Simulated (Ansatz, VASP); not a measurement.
## One calculation of La2O3, two programs

The input INCAR:

```
SYSTEM = La2O3
ALGO = Normal
EDIFF = 1E-6
ENCUT = 520
GGA = PS
ISIF = 2
ISMEAR = -1
LASPH = .True.
LCHARG = .False.
LREAL = .False.
LWAVE = .False.
NBANDS = 28
NELM = 60
PREC = Accurate
SIGMA = 0.05
```

KPOINTS

```
k-points
0
Gamma
  5 5 8
  0 0 0
```

The input POSCAR:

```
La2O3
1.0
    6.4124611805      0.0000000000      0.0000000000
   -3.2062305902      5.5533542831      0.0000000000
    0.0000000000      0.0000000000      3.3116822246
La O
2 3
Direct
    0.6666666667      0.3333333333      0.4981030000
    0.3333333333      0.6666666667      0.5018970000
    0.5046070000      0.0000000000      0.0000000000
    0.0000000000      0.5046070000      0.0000000000
    0.4953930000      0.4953930000      0.0000000000
```

File input.yaml:

```yaml
crystal:
  lattice:
    - [6.4124611805, 0.0, 0.0]
    - [-3.2062305902, 5.5533542831, 0.0]
    - [0.0, 0.0, 3.3116822246]
  atoms:
    - { symbol: La, position: [0.6666666667, 0.3333333333, 0.498103] }
    - { symbol: La, position: [0.3333333333, 0.6666666667, 0.501897] }
    - { symbol: O, position: [0.504607, 0.0, 0.0] }
    - { symbol: O, position: [0.0, 0.504607, 0.0] }
    - { symbol: O, position: [0.495393, 0.495393, 0.0] }
kpoints:
  mp_grid: { grid: [5, 5, 8] }
scf:
  occupations: { method: fermi_dirac, width: 0.05 }
hamiltonian:
  xc: pbesol
  pseudopotentials: { kind: all_electron, lapw: { basis_error: 0.002 } }
output:
  forces: true
  stress: true
  eigenvalues: true
```

Change from the starting cell: volume scaled by 1.02.

Alike in both runs: task single point; functional PBEsol; k mesh 5 × 5 × 8; occupations fermi-dirac, width 0.05 eV; no spin polarisation.

```csv
,VASP,Ansatz
version,VASP 6.6.1,Ansatz 0.2.0
potentials or method,"VASP PAW PBE potentials, release 64 (La, O), cutoff 520 eV","all-electron LAPW, scalar-relativistic"
```

VASP gave:

| Property | Result |
| --- | --- |
| gap on the k mesh at the Fermi level (eV) | 1.65 |
| least direct gap on the mesh (eV) | 2.04 |
| pressure (GPa) | -4.9 |
| traceless stress, the component that is largest in VASP (GPa) | -1.71 |
| rms of the force components (eV/Å) | 0.022 |

**Question.** Which values does Ansatz return?

**Answer.** gap on the k mesh at the Fermi level (eV): 1.65; least direct gap on the mesh (eV): 2.04; pressure (GPa): -4.7; traceless stress, the component that is largest in VASP (GPa): -1.69; rms of the force components (eV/Å): 0.022.

VASP's potentials were made for PBE, not for PBEsol. Atom by atom the forces differ by 0.000 eV/Å (rms over components). Ansatz ran all-electron here, and VASP with PAW potentials.

Neither program's run includes spin-orbit coupling.
